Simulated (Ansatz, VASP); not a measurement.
**Two plane-wave programs on Sb2Se3**

File INCAR:

```
PREC = Accurate ; ENCUT = 500
EDIFF = 1E-7 ; ISMEAR = 0
SIGMA = 0.15 ; LREAL = False
LASPH = True ; NELM = 120
ALGO = Normal ; ISIF = 3
LWAVE = False ; LCHARG = False
GGA = PE ; IBRION = 2
NSW = 36 ; EDIFFG = -0.08
GGA_COMPAT = False ; NELMIN = 4
```

File KPOINTS:

```
regular mesh
0
Gamma
  2 2 2
```

POSCAR

```
Sb2Se3
1.0
    0.0000000000      5.2619859700      5.2619859700
    5.2619859700      0.0000000000      5.2619859700
    5.2619859700      5.2619859700      0.0000000000
Sb Se
4 6
Direct
    0.1250000000      0.1250000000      0.1250000000
    0.1250000000      0.1250000000      0.6250000000
    0.1250000000      0.6250000000      0.1250000000
    0.6250000000      0.1250000000      0.1250000000
    0.6250000000      0.6250000000      0.6250000000
    0.6250000000      0.6250000000      0.1250000000
    0.6250000000      0.1250000000      0.6250000000
    0.1250000000      0.6250000000      0.6250000000
    0.0000000000      0.0000000000      0.0000000000
    0.2500000000      0.2500000000      0.2500000000
```

Input for Ansatz:

```yaml
crystal:
  lattice:
    - [0.0, 5.26198597, 5.26198597]
    - [5.26198597, 0.0, 5.26198597]
    - [5.26198597, 5.26198597, 0.0]
  atoms:
    - { symbol: Sb, position: [0.125, 0.125, 0.125] }
    - { symbol: Sb, position: [0.125, 0.125, 0.625] }
    - { symbol: Sb, position: [0.125, 0.625, 0.125] }
    - { symbol: Sb, position: [0.625, 0.125, 0.125] }
    - { symbol: Se, position: [0.625, 0.625, 0.625] }
    - { symbol: Se, position: [0.625, 0.625, 0.125] }
    - { symbol: Se, position: [0.625, 0.125, 0.625] }
    - { symbol: Se, position: [0.125, 0.625, 0.625] }
    - { symbol: Se, position: [0.0, 0.0, 0.0] }
    - { symbol: Se, position: [0.25, 0.25, 0.25] }
basis:
  ecutwfc: 420
kpoints:
  mp_grid: { grid: [2, 2, 2] }
hamiltonian:
  xc: pbe
scf:
  occupations: { method: gaussian, width: 0.15 }
  lower_state_search: "off"
output:
  forces: true
  stress: true
  eigenvalues: true
relax:
  adjacent_minimum: "off"
  f_tol: 0.08
  max_steps: 16
  cell: { stress_tol: 0.8 }
```

Alike in both runs: task relaxation of cell and atoms; functional PBE; k mesh 2 × 2 × 2; occupations gaussian, width 0.15 eV; no spin polarisation.

|  | VASP | Ansatz |
| --- | --- | --- |
| version | VASP 6.6.1 | Ansatz 0.2.0 |
| potentials or method | VASP PAW PBE potentials, release 64 (Sb, Se), cutoff 500 eV | scalar-relativistic, plane waves, PAW |
| valence electrons in the cell | 56 | 156 |

VASP gave:

```
gap on the k mesh at the Fermi level, each at its own relaxed structure (eV) : none
relaxed volume (Å³/atom)                                                     : 40.39
relaxed cell length with the largest relative difference (Å)                 : 8.297
```

**Question.** Estimate Ansatz's values.

**Answer.** gap on the k mesh at the Fermi level, each at its own relaxed structure (eV): none; relaxed volume (Å³/atom): 39.79; relaxed cell length with the largest relative difference (Å): 8.256.

A gap of «none» marks a metal or a gap that the smearing closes. VASP's potentials hold 56 valence electrons a cell and Ansatz's 156, so a difference there can come from the potentials and not from the codes.

The k mesh is coarse, so the values compare programs but aren't converged. Neither program's run includes spin-orbit coupling. Noted on VASP's run: the volume moved by over 15 % at a fixed basis, so the end points are rough.
